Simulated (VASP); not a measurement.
Write the native input for VASP 6.6.1 that does the following.

```yaml
Task: single point
Functional: PBEsol
Potentials_or_basis: VASP PAW PBE potentials, release 64 (Pd)
Cutoff: 520 eV
k_mesh: 20 × 20 × 20
Occupations: gaussian, width 0.15 eV
Spin: no spin polarisation
Dipole_correction: no
Further_INCAR_settings: ALGO = Normal; EDIFF = 1e-06; NBANDS = 11
```

The structure of Pd lies in POSCAR:

```
Pd
1.0
    0.0000000000      1.9449000000      1.9157265000
    1.9449000000      0.0000000000      1.9157265000
    1.9449000000      1.9449000000      0.0000000000
Pd
1
Direct
    0.0000000000      0.0000000000      0.0000000000
```

This cell differs from its parent crystal: strain -0.0150 x Voigt [0, 0, 1, 0, 0, 0].

These files were run (other wordings do the same):

INCAR

```
PREC     = Accurate       # precision mode
ENCUT    = 520            # plane-wave cutoff, eV
EDIFF    = 1E-6           # SCF threshold, eV
ISMEAR   = 0              # smearing method
SIGMA    = 0.15           # smearing width, eV
LREAL    = False          # projectors in reciprocal space
LASPH    = True           # aspherical terms in the spheres
NELM     = 100            # most SCF steps
ALGO     = Normal         # electronic algorithm
ISIF     = 2              # what is computed and relaxed
LWAVE    = False          # write WAVECAR
LCHARG   = False          # write CHGCAR
GGA      = PS             # functional
NBANDS   = 11             # bands
```

KPOINTS

```
regular mesh
0
Gamma
  20 20 20
```

Potentials or basis: VASP PAW PBE potentials, release 64 (Pd).

Run with:

```bash
$ cat potpaw_PBE.64/Pd/POTCAR > POTCAR
$ mpirun -np 1 vasp_std > vasp.out
```

It gave:

```yaml
Pressure: 0.5 GPa
Band_gap_on_the_k_mesh: zero (bands 5 and 6 overlap by 1.64 eV)
```

Caveat: the cell differs from its parent crystal (strain -0.0150 x Voigt [0, 0, 1, 0, 0, 0]); the PAW data sets were made with another functional, which shifts forces and pressure a little.

It took 110 s on 1 thread of Intel Xeon 8259CL, on a shared host, peak memory 0.21 GiB.
